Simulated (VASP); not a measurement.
# Si (P6_3/mmc) in VASP: a series of runs, part 2 of 2

VASP 6.6.1. Earlier steps stand in the parts before.

**5. Relaxation of cell and atoms, PBEsol**

Contents of INCAR:

```
ALGO = Normal
EDIFF = 1E-7
EDIFFG = -0.002
ENCUT = 600
GGA = PS
IBRION = 2
ISIF = 3
ISMEAR = 0
LASPH = T
LCHARG = F
LREAL = F
LWAVE = F
NELM = 60
NSW = 100
PREC = Accurate
SIGMA = 0.01
```

Contents of KPOINTS:

```
k-points
0
Gamma
  15 15 8
```

Contents of POSCAR:

```
Si
1.0
    3.8200000000      0.0000000000      0.0000000000
   -1.9100000000      3.3082170425      0.0000000000
    0.0000000000      0.0000000000      6.3200000000
Si
4
Direct
    0.3333333333      0.6666666667      0.0000000000
    0.6666666667      0.3333333333      0.5000000000
    0.3333333333      0.6666666667      0.3740000000
    0.6666666667      0.3333333333      0.8740000000
```

Potentials or basis: VASP PAW PBE potentials, release 64 (Si).

Run with:

```
$ cat potpaw_PBE.64/Si/POTCAR > POTCAR
$ mpirun -np 1 vasp_std > vasp.out
```

OUTCAR:

```text
EDIFF = 1E-7
   EDIFFG = -0.002
   ENCUT = 600
   GGA = PS
   IBRION = 2
   ISIF = 3
   ISMEAR = 0
   LASPH = T
   LREAL = F
   NELM = 60
   NSW = 100
   PREC = Accurate

 ion  position               nearest neighbor table
   1  0.333  0.667  0.000-   4 2.34   4 2.34   4 2.34   3 2.36
   2  0.667  0.333  0.500-   3 2.34   3 2.34   3 2.34   4 2.36
   3  0.333  0.667  0.374-   2 2.34   2 2.34   2 2.34   1 2.36
   4  0.667  0.333  0.874-   1 2.34   1 2.34   1 2.34   2 2.36

  LATTYP: Found a hexagonal cell.
 ALAT       =     3.8200000000
 C/A-ratio  =     1.6544502618

  Lattice vectors:

 A1 = (   3.8200000000,   0.0000000000,   0.0000000000)
 A2 = (  -1.9100000000,   3.3082170425,   0.0000000000)
 A3 = (   0.0000000000,   0.0000000000,   6.3200000000)

Analysis of symmetry for initial positions (statically):
=====================================================================
 Subroutine PRICEL returns:
 Original cell was already a primitive cell.

 Routine SETGRP: Setting up the symmetry group for a
 hexagonal supercell.

 Subroutine GETGRP returns: Found 24 space group operations
 (whereof  6 operations were pure point group operations)
 out of a pool of 24 trial point group operations.

The static configuration has the point symmetry C_3v.
 The point group associated with its full space group is D_6h.

Analysis of symmetry for dynamics (positions and initial velocities):
=====================================================================
 Subroutine PRICEL returns:
 Original cell was already a primitive cell.

 Routine SETGRP: Setting up the symmetry group for a
 hexagonal supercell.

 Subroutine GETGRP returns: Found 24 space group operations
 (whereof  6 operations were pure point group operations)
 out of a pool of 24 trial point group operations.

The dynamic configuration has the point symmetry C_3v.
 The point group associated with its full space group is D_6h.

 Subroutine INISYM returns: Found 24 space group operations
 (whereof  6 operations are pure point group operations),
 and found     1 'primitive' translations

----------------------------------------------------------------------------------------

                                     Primitive cell

  volume of cell :      79.8683

  direct lattice vectors                    reciprocal lattice vectors
     3.820000000  0.000000000  0.000000000     0.261780105  0.151138814  0.000000000
    -1.910000000  3.308217042  0.000000000     0.000000000  0.302277628  0.000000000
     0.000000000  0.000000000  6.320000000     0.000000000  0.000000000  0.158227848

  length of vectors
     3.820000000  3.820000000  6.320000000     0.302277628  0.302277628  0.158227848

  position of ions in fractional coordinates (direct lattice)
     0.333333333  0.666666667  0.000000000
     0.666666667  0.333333333  0.500000000
     0.333333333  0.666666667  0.374000000
     0.666666667  0.333333333  0.874000000

  ion indices of the primitive-cell ions
   primitive index   ion index
                 1           1
                 2           2
                 3           3
                 4           4

----------------------------------------------------------------------------------------

 KPOINTS: k-points

Automatic generation of k-mesh.
 Grid dimensions read from file:
[... 60 lines left out ...]
   LNONCOLLINEAR =      F non collinear calculations
   LSORBIT =      F    spin-orbit coupling
   LASPH  =      T    aspherical Exc in radial PAW
   ENCUT  =  600.0 eV  44.10 Ry    6.64 a.u.   7.63  7.63 12.62*2*pi/ulx,y,z
   NELM   =     60;   NELMIN=  2; NELMDL= -5     # of ELM steps
   EDIFF  = 0.1E-06   stopping-criterion for ELM
   LREAL  =      F    real-space projection
   EDIFFG = -.2E-02   stopping-criterion for IOM
   NSW    =    100    number of steps for IOM
   IBRION =      2    ionic relax: 0-MD 1-quasi-New 2-CG
   NFREE  =      1    steps in history (QN), initial steepest desc. (CG)
   ISIF   =      3    stress and relaxation
   ISYM   =      2    0-nonsym 1-usesym 2-fastsym
   POTIM  = 0.5000    time-step for ionic-motion
   TEBEG  =    0.0;   TEEND  =   0.0 temperature during run
   PSTRESS=    0.0 pullay stress
   NELECT =      16.0000    total number of electrons
   NUPDOWN=      -1.0000    fix difference up-down
   EMIN   =  10.00;   EMAX   =-10.00  energy-range for DOS
   EFERMI =   0.00;   METHOD = LEGACY
   ISMEAR =     0;   SIGMA  =   0.01  broadening in eV -4-tet -1-fermi 0-gaus
   EFERMI_NEDOS =   21; number of points for ismear=-14 and -15
   IALGO  =     38    algorithm
   IMIX   =      4    mixing-type and parameters
     AMIX     =   0.40;   BMIX     =  1.00
     AMIX_MAG =   1.60;   BMIX_MAG =  1.00
  volume/ion in A,a.u.               =      19.97       134.74
  Fermi-wavevector in a.u.,A,eV,Ry     =   0.957907  1.810182 12.484513  0.917586
  Thomas-Fermi vector in A             =   2.086967
   LORBIT       =      0    0 simple, 1 ext, 2 COOP (PROOUT), +10 PAW based schemes
   GGA     = PS    functional components
   LHFCALC =     F    Hartree Fock is set to
   AEXX    =    0.0000 exact exchange contribution
   IVDW    =     0    specifies the selected vdW correction
   LEPSILON=     F    determine dielectric tensor
   LRPA    =     F    only Hartree local field effects (RPA)
 conjugate gradient relaxation of ions
 non-spin polarized calculation
 Gauss-broadening in eV      SIGMA  =   0.01
  energy-cutoff  :      600.00
  volume of cell :       79.87
 maximum number of plane-waves:      2702
 NGX is ok and might be reduce to    32
   NGX = 15   NGY = 15   NGZ = 25

--------------------------------------- Ionic step        1  -------------------------------------------

 number of electron      16.0000000 magnetization

 Free energy of the ion-electron system (eV)
  ---------------------------------------------------
  ext. energy  EPLUGINS =         0.00000000
  ---------------------------------------------------
  free energy    TOTEN  =       -22.94825583 eV

  energy without entropy =      -22.94825583  energy(sigma->0) =      -22.94825583

------------------------ aborting loop because EDIFF is reached ----------------------------------------

  FORCE on cell =-STRESS in cart. coord.  units (eV):
  Direction    XX          YY          ZZ          XY          YZ          ZX
  --------------------------------------------------------------------------------------
  -------------------------------------------------------------------------------------
  Total        0.2283828      0.2283828      0.1689503      0.0000000      0.0000000      0.0000000
  in kB        4.5814138      4.5814138      3.3891842      0.0000000      0.0000000      0.0000000
  external PRESSURE =       4.1840039 kB  Pullay stress =       0.0000000 kB
[... 215 lines left out ...]
--------------------------------------- Ionic step        7  -------------------------------------------

 number of electron      16.0000000 magnetization

 Free energy of the ion-electron system (eV)
  ---------------------------------------------------
  ext. energy  EPLUGINS =         0.00000000
  ---------------------------------------------------
  free energy    TOTEN  =       -22.94871948 eV

  energy without entropy =      -22.94871948  energy(sigma->0) =      -22.94871948

 E-fermi :   6.1276     XC(G=0):  -9.5421

 val. band max:        6.0326536766   @ k =   0.0000   0.0000   0.0000
 cond. band min:       6.3389565096   @ k =   0.4667  -0.0000   0.0000
 fundamental gap:      0.3063028330
 Fermi energy:         6.1275640114

 k-point     1 :       0.0000    0.0000    0.0000
  band No.  band energies     occupation
      1      -6.2207      2.00000
      2      -3.9137      2.00000
      3      -1.2519      2.00000
      4       4.4999      2.00000
      5       4.4999      2.00000
      6       5.6722      2.00000
      7       6.0327      2.00000
      8       6.0327      2.00000
      9       6.9992      0.00000
     10       7.9783      0.00000
     11       7.9783      0.00000
     12       8.3195      0.00000
[... 331 lines left out ...]
 k-point    24 :       0.4000    0.2000    0.0000
  band No.  band energies     occupation
      1      -3.6567      2.00000
      2      -2.5487      2.00000
      3      -1.2348      2.00000
      4      -0.0425      2.00000
      5       1.1381      2.00000
      6       2.0069      2.00000
      7       2.8417      2.00000
      8       3.1711      2.00000
      9       7.1531      0.00000
     10       8.8483      0.00000
     11      10.6975      0.00000
     12      10.7471      0.00000

 [... further k-points ...]

------------------------ aborting loop because EDIFF is reached ----------------------------------------

  FORCE on cell =-STRESS in cart. coord.  units (eV):
  Direction    XX          YY          ZZ          XY          YZ          ZX
  --------------------------------------------------------------------------------------
  -------------------------------------------------------------------------------------
  Total        0.0015194      0.0015194     -0.0007777      0.0000000      0.0000000      0.0000000
  in kB        0.0303450      0.0303450     -0.0155320      0.0000000      0.0000000      0.0000000
  external PRESSURE =       0.0150527 kB  Pullay stress =       0.0000000 kB
[... 19 lines left out ...]
  FREE ENERGIE OF THE ION-ELECTRON SYSTEM (eV)
  ---------------------------------------------------
  free  energy   TOTEN  =       -22.9487194811 eV

  energy  without entropy=      -22.9487194811  energy(sigma->0) =      -22.94871948

 reached required accuracy - stopping structural energy minimisation
```

OSZICAR:

```text
N       E                     dE             d eps       ncg     rms          rms(c)
DAV:   1     0.361935561764E+02    0.36194E+02   -0.67542E+03  3240   0.123E+03
DAV:   2    -0.207028904423E+02   -0.56896E+02   -0.52290E+02  4428   0.151E+02
DAV:   3    -0.233541146174E+02   -0.26512E+01   -0.25947E+01  4196   0.319E+01
[... 43 lines left out ...]
   6 F= -.22948719E+02 E0= -.22948719E+02  d E =-.115020E-05
       N       E                     dE             d eps       ncg     rms          rms(c)
DAV:   1    -0.229487198268E+02   -0.83932E-06   -0.98956E-06  3552   0.197E-02    0.271E-03
DAV:   2    -0.229487195548E+02    0.27200E-06   -0.52861E-07  3952   0.517E-03    0.145E-03
DAV:   3    -0.229487194811E+02    0.73677E-07   -0.34591E-07  3372   0.359E-03
   7 F= -.22948719E+02 E0= -.22948719E+02  d E =-.484245E-06
```

Run time: 2.4 min. Hardware: 1 thread of Intel Xeon 6975P-C (Granite Rapids), shared host; peak memory 0.29 GiB.

Results:

```
Free energy                           : -22.9487 eV
Relaxed volume                        : 20.06 Å³/atom
Relaxed cell                          : a = 3.826 Å, b = 3.826 Å, c = 6.327 Å, α = 90.00°, β = 90.00°, γ = 120.00°
Space group after relaxing (to 0.1 Å) : P6_3/mmc (No. 194)
Energy gained by relaxing             : 0.1 meV/atom
Ionic steps                           : 7
Pressure after relaxing               : 0.0 GPa
Band gap on the k mesh                : 0.31 eV (least direct gap 0.97 eV)
```

Step by step:
```csv
step,energy change (eV),largest force (eV/Å),pressure (GPa),volume (Å³)
1,0.0000,0.0094,0.42,79.87
2,-0.0002,0.0136,-0.29,80.47
3,-0.0005,0.0039,0.01,80.22
4,-0.0005,0.0042,0.00,80.22
5,-0.0005,0.0007,0.00,80.23
6,-0.0005,0.0003,0.00,80.23
7,-0.0005,0.0002,0.00,80.22
```

Final structure:
```
CELL_PARAMETERS angstrom
3.82624 0.00000 0.00000
-1.91312 3.31362 0.00000
0.00000 0.00000 6.32717
ATOMIC_POSITIONS crystal
Si 0.33333 0.66667 0.00001
Si 0.66667 0.33333 0.50001
Si 0.33333 0.66667 0.37399
Si 0.66667 0.33333 0.87399
```

Caveat: the PAW data sets were made with another functional, which shifts forces and pressure a little; an odd mesh through Γ misses points on the zone boundary, where band edges can lie.

**6. Overview**

| task | cell | k mesh | cutoff (eV) | smearing | gap on the mesh (eV) | pressure (GPa) |
| --- | --- | --- | --- | --- | --- | --- |
| single point | a = 3.820, b = 3.820, c = 6.320 Å, angles 90.0, 90.0, 120.0°, 4 atoms | 6 × 6 × 4 | 520 | gaussian 0.1 eV | 0.28 | 0.5 |
| single point | a = 3.824, b = 3.824, c = 6.325 Å, angles 90.0, 90.0, 120.0°, 4 atoms | 15 × 15 × 8 | 520 | gaussian 0.01 eV | 0.30 | 0.1 |
| relaxation of cell and atoms | relaxed from a = 3.820, b = 3.820, c = 6.320 Å, angles 90.0, 90.0, 120.0°, 4 atoms | 15 × 15 × 8 | 600 | gaussian 0.01 eV | 0.31 | 0.0 |

Alike in all rows: level PBEsol; potentials or basis VASP PAW PBE potentials, release 64 (Si); no spin polarisation.

Caveats: the PAW data sets were made with another functional, which shifts forces and pressure a little; an odd mesh through Γ misses points on the zone boundary, where band edges can lie (at least some runs).

Absolute energies hang on the potentials; compare differences alone.
